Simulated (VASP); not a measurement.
# WAu (Fm-3m) in VASP: notebook, part 2 of 2

VASP 6.6.1. The steps go on from the part before.

**3. Relaxation of cell and atoms, PBE**

This run uses another cell than the first one, of 17.48 Å³/atom.

Contents of INCAR:

```
ALGO = Normal ; EDIFF = 1E-7
EDIFFG = -0.04 ; ENCUT = 600
GGA = PE ; IBRION = 2
ISIF = 3 ; ISMEAR = 0
LASPH = True ; LCHARG = False
LREAL = False ; LWAVE = False
NELM = 100 ; NSW = 90
PREC = Accurate ; SIGMA = 0.1
```

Contents of KPOINTS:

```
k-points
0
Gamma
  6 6 6
```

Contents of POSCAR:

```
WAu
1.0
    0.0000000000      2.5953674581      2.5953674581
    2.5953674581      0.0000000000      2.5953674581
    2.5953674581      2.5953674581      0.0000000000
W Au
1 1
Direct
    0.0000000000      0.0000000000      0.0000000000
    0.5000000000      0.5000000000      0.5000000000
```

Potentials or basis: VASP PAW PBE potentials, release 64 (W_sv, Au).

Started as:

```console
$ cat potpaw_PBE.64/W_sv/POTCAR potpaw_PBE.64/Au/POTCAR > POTCAR
$ mpirun -np 1 vasp_std > vasp.out
```

OUTCAR:

```text
EDIFF = 1E-7
   EDIFFG = -0.04
   ENCUT = 600
   GGA = PE
   IBRION = 2
   ISIF = 3
   ISMEAR = 0
   LASPH = True
   LREAL = False
   NELM = 100
   NSW = 90
   PREC = Accurate

 ion  position               nearest neighbor table
   1  0.000  0.000  0.000-   2 2.60   2 2.60   2 2.60   2 2.60   2 2.60   2 2.60
   2  0.500  0.500  0.500-   1 2.60   1 2.60   1 2.60   1 2.60   1 2.60   1 2.60

  LATTYP: Found a face centered cubic cell.
 ALAT       =     5.1907349162

  Lattice vectors:

 A1 = (   0.0000000000,   2.5953674581,   2.5953674581)
 A2 = (   2.5953674581,   0.0000000000,   2.5953674581)
 A3 = (   2.5953674581,   2.5953674581,   0.0000000000)

Analysis of symmetry for initial positions (statically):
=====================================================================
 Subroutine PRICEL returns:
 Original cell was already a primitive cell.

 Routine SETGRP: Setting up the symmetry group for a
 face centered cubic supercell.

 Subroutine GETGRP returns: Found 48 space group operations
 (whereof 48 operations were pure point group operations)
 out of a pool of 48 trial point group operations.

The static configuration has the point symmetry O_h .

Analysis of symmetry for dynamics (positions and initial velocities):
=====================================================================
 Subroutine PRICEL returns:
 Original cell was already a primitive cell.

 Routine SETGRP: Setting up the symmetry group for a
 face centered cubic supercell.

 Subroutine GETGRP returns: Found 48 space group operations
 (whereof 48 operations were pure point group operations)
 out of a pool of 48 trial point group operations.

The dynamic configuration has the point symmetry O_h .

 Subroutine INISYM returns: Found 48 space group operations
 (whereof 48 operations are pure point group operations),
 and found     1 'primitive' translations

----------------------------------------------------------------------------------------

                                     Primitive cell

  volume of cell :      34.9644

  direct lattice vectors                    reciprocal lattice vectors
     0.000000000  2.595367458  2.595367458    -0.192650948  0.192650948  0.192650948
     2.595367458  0.000000000  2.595367458     0.192650948 -0.192650948  0.192650948
     2.595367458  2.595367458  0.000000000     0.192650948  0.192650948 -0.192650948

  length of vectors
     3.670403859  3.670403859  3.670403859     0.333681229  0.333681229  0.333681229

  position of ions in fractional coordinates (direct lattice)
     0.000000000  0.000000000  0.000000000
     0.500000000  0.500000000  0.500000000

  ion indices of the primitive-cell ions
   primitive index   ion index
                 1           1
                 2           2

----------------------------------------------------------------------------------------

 KPOINTS: k-points

Automatic generation of k-mesh.
 Grid dimensions read from file:
 generate k-points for:    6    6    6

 Generating k-lattice:

  Cartesian coordinates                     Fractional coordinates (reciprocal lattice)
    -0.032108491  0.032108491  0.032108491     0.166666667  0.000000000  0.000000000
     0.032108491 -0.032108491  0.032108491     0.000000000  0.166666667  0.000000000
     0.032108491  0.032108491 -0.032108491     0.000000000  0.000000000  0.166666667

  Length of vectors
     0.055613538  0.055613538  0.055613538

  Shift w.r.t. Gamma in fractional coordinates (k-lattice)
     0.000000000  0.000000000  0.000000000

 Subroutine IBZKPT returns following result:
 ===========================================

 Found     16 irreducible k-points:

 Following reciprocal coordinates:
            Coordinates               Weight
  0.000000  0.000000  0.000000      1.000000
  0.166667  0.000000  0.000000      8.000000
  0.333333  0.000000  0.000000      8.000000
  0.500000  0.000000  0.000000      4.000000
  0.166667  0.166667  0.000000      6.000000
  0.333333  0.166667  0.000000     24.000000
[... 8 lines left out ...]
 -0.333333  0.333333  0.166667     24.000000
 -0.333333  0.500000  0.166667     12.000000
   k-points           NKPTS =     16   k-points in BZ     NKDIM =     16   number of bands    NBANDS=     16
   number of dos      NEDOS =    301   number of ions     NIONS =      2
   total plane-waves  NPLWV =  27000
   dimension x,y,z NGX =    30 NGY =   30 NGZ =   30
   dimension x,y,z NGXF=    60 NGYF=   60 NGZF=   60
   ions per type =               1   1
   NGX,Y,Z   is equivalent  to a cutoff of  13.59, 13.59, 13.59 a.u.
   NGXF,Y,Z  is equivalent  to a cutoff of  27.18, 27.18, 27.18 a.u.
 SYSTEM =  unknown system
   PREC   = accura    normal or accurate (medium, high low for compatibility)
   ISTART =      0    job   : 0-new  1-cont  2-samecut
   ICHARG =      2    charge: 1-file 2-atom 10-const
   ISPIN  =      1    spin polarized calculation?
   LNONCOLLINEAR =      F non collinear calculations
   LSORBIT =      F    spin-orbit coupling
   LASPH  =      T    aspherical Exc in radial PAW
   ENCUT  =  600.0 eV  44.10 Ry    6.64 a.u.   7.33  7.33  7.33*2*pi/ulx,y,z
   NELM   =    100;   NELMIN=  2; NELMDL= -5     # of ELM steps
   EDIFF  = 0.1E-06   stopping-criterion for ELM
   LREAL  =      F    real-space projection
   EDIFFG = -.4E-01   stopping-criterion for IOM
   NSW    =     90    number of steps for IOM
   IBRION =      2    ionic relax: 0-MD 1-quasi-New 2-CG
   NFREE  =      1    steps in history (QN), initial steepest desc. (CG)
   ISIF   =      3    stress and relaxation
   ISYM   =      2    0-nonsym 1-usesym 2-fastsym
   POTIM  = 0.5000    time-step for ionic-motion
   TEBEG  =    0.0;   TEEND  =   0.0 temperature during run
   PSTRESS=    0.0 pullay stress
   NELECT =      25.0000    total number of electrons
   NUPDOWN=      -1.0000    fix difference up-down
   EMIN   =  10.00;   EMAX   =-10.00  energy-range for DOS
   EFERMI =   0.00;   METHOD = LEGACY
   ISMEAR =     0;   SIGMA  =   0.10  broadening in eV -4-tet -1-fermi 0-gaus
   EFERMI_NEDOS =   21; number of points for ismear=-14 and -15
   IALGO  =     38    algorithm
   IMIX   =      4    mixing-type and parameters
     AMIX     =   0.40;   BMIX     =  1.00
     AMIX_MAG =   1.60;   BMIX_MAG =  1.00
  volume/ion in A,a.u.               =      17.48       117.98
  Fermi-wavevector in a.u.,A,eV,Ry     =   1.463904  2.766378 29.157495  2.143015
  Thomas-Fermi vector in A             =   2.579944
   LORBIT       =      0    0 simple, 1 ext, 2 COOP (PROOUT), +10 PAW based schemes
   GGA     = PE    functional components
   LHFCALC =     F    Hartree Fock is set to
   AEXX    =    0.0000 exact exchange contribution
   IVDW    =     0    specifies the selected vdW correction
   LEPSILON=     F    determine dielectric tensor
   LRPA    =     F    only Hartree local field effects (RPA)
 conjugate gradient relaxation of ions
 non-spin polarized calculation
 Gauss-broadening in eV      SIGMA  =   0.10
  energy-cutoff  :      600.00
  volume of cell :       34.96
 maximum number of plane-waves:      1211
 NGX is ok and might be reduce to    30
   NGX = 15   NGY = 15   NGZ = 15

--------------------------------------- Ionic step        1  -------------------------------------------

 number of electron      25.0000001 magnetization

 Free energy of the ion-electron system (eV)
  ---------------------------------------------------
  ext. energy  EPLUGINS =         0.00000000
  ---------------------------------------------------
  free energy    TOTEN  =       -12.99760185 eV

  energy without entropy =      -12.98988172  energy(sigma->0) =      -12.99374179

 E-fermi :  10.1696     XC(G=0): -12.7595

 val. band max:       10.1048975226   @ k =  -0.1667   0.1667   0.0000
 cond. band min:      10.1840191723   @ k =   0.3333   0.3333   0.0000
 fundamental gap:      0.0791216497
 Fermi energy:        10.1696444437

 k-point     1 :       0.0000    0.0000    0.0000
  band No.  band energies     occupation
      1     -64.6091      2.00000
      2     -28.7695      2.00000
      3     -28.7695      2.00000
      4     -28.7695      2.00000
      5       0.2355      2.00000
      6       2.7558      2.00000
[... 8 lines left out ...]
     15      13.5053      0.00000
     16      17.9313      0.00000
[... 388 lines left out ...]
  energy  without entropy=      -13.2096442451  energy(sigma->0) =      -13.21377791

--------------------------------------- Ionic step        4  -------------------------------------------

 number of electron      25.0000000 magnetization

 Free energy of the ion-electron system (eV)
  ---------------------------------------------------
  ext. energy  EPLUGINS =         0.00000000
  ---------------------------------------------------
  free energy    TOTEN  =       -13.21943341 eV

  energy without entropy =      -13.21124381  energy(sigma->0) =      -13.21533861

 E-fermi :   8.7178     XC(G=0): -12.2149

 val. band max:        8.6417308350   @ k =  -0.1667   0.1667   0.0000
 cond. band min:       8.7857329303   @ k =   0.3333   0.3333   0.0000
 fundamental gap:      0.1440020952
 Fermi energy:         8.7178466413

 k-point     1 :       0.0000    0.0000    0.0000
  band No.  band energies     occupation
      1     -66.1561      2.00000
      2     -30.2686      2.00000
      3     -30.2686      2.00000
      4     -30.2686      2.00000
      5      -0.4168      2.00000
      6       2.0730      2.00000
[... 8 lines left out ...]
     15      11.4982      0.00000
     16      17.2166      0.00000
[... 312 lines left out ...]
  FREE ENERGIE OF THE ION-ELECTRON SYSTEM (eV)
  ---------------------------------------------------
  free  energy   TOTEN  =       -13.2194334122 eV

  energy  without entropy=      -13.2112438101  energy(sigma->0) =      -13.21533861

 reached required accuracy - stopping structural energy minimisation
```

OSZICAR:

```text
N       E                     dE             d eps       ncg     rms          rms(c)
DAV:   1     0.194866819445E+03    0.19487E+03   -0.14519E+04   512   0.180E+03
DAV:   2    -0.106590147884E+02   -0.20553E+03   -0.20362E+03   672   0.438E+02
DAV:   3    -0.142157898727E+02   -0.35568E+01   -0.34298E+01   560   0.577E+01
[... 44 lines left out ...]
DAV:   4    -0.132194117847E+02    0.37013E-04   -0.38428E-04   512   0.174E-01    0.130E-01
DAV:   5    -0.132194344079E+02   -0.22623E-04   -0.10121E-04   512   0.907E-02    0.918E-03
DAV:   6    -0.132194332716E+02    0.11363E-05   -0.55316E-06   560   0.193E-02    0.441E-03
DAV:   7    -0.132194334526E+02   -0.18096E-06   -0.93719E-07   560   0.691E-03    0.514E-04
DAV:   8    -0.132194334122E+02    0.40347E-07   -0.15329E-08   256   0.122E-03
   4 F= -.13219433E+02 E0= -.13215339E+02  d E =-.221832E+00
```

CONTCAR:

```text
WAu
   1.00000000000000
     0.0000000000000000    2.6809887098690410    2.6809887098690410
     2.6809887098690410    0.0000000000000000    2.6809887098690410
     2.6809887098690410    2.6809887098690410    0.0000000000000000
  W               Au
     1     1
Direct
     0.0000000000000000    0.0000000000000000    0.0000000000000000
     0.5000000000000000    0.5000000000000000    0.5000000000000000

  0.00000000E+00  0.00000000E+00  0.00000000E+00
  0.00000000E+00  0.00000000E+00  0.00000000E+00
```

Wall time 1.9 min (1 thread of Intel Xeon 8259CL, shared host); peak memory 0.18 GiB.

What came out:

```
Free energy                           : -13.2194 eV
Relaxed volume                        : 19.27 Å³/atom
Relaxed cell                          : a = 3.791 Å, b = 3.791 Å, c = 3.791 Å, α = 60.00°, β = 60.00°, γ = 60.00°
Space group after relaxing (to 0.1 Å) : Fm-3m (No. 225)
Energy gained by relaxing             : 110.9 meV/atom
Ionic steps                           : 4
Pressure after relaxing               : -0.2 GPa
Band gap on the k mesh                : zero (an odd number of electrons rules out a gap without spin polarisation)
```

The path:
```tsv
step	energy change (eV)	largest force (eV/Å)	pressure (GPa)	volume (Å³)
1	0.0000	0.0000	22.15	34.96
2	0.7314	0.0000	-23.51	48.67
3	-0.2203	0.0000	-1.50	38.82
4	-0.2218	0.0000	-0.22	38.54
```

Final structure:
```
CELL_PARAMETERS angstrom
0.00000 2.68099 2.68099
2.68099 0.00000 2.68099
2.68099 2.68099 0.00000
ATOMIC_POSITIONS crystal
W 0.00000 0.00000 0.00000
Au 0.50000 0.50000 0.50000
```

Caveat: spin-orbit coupling is left out, which moves the levels of the heavy elements.

The gap in the log of VASP goes by the Fermi energy; the results here count the filled bands.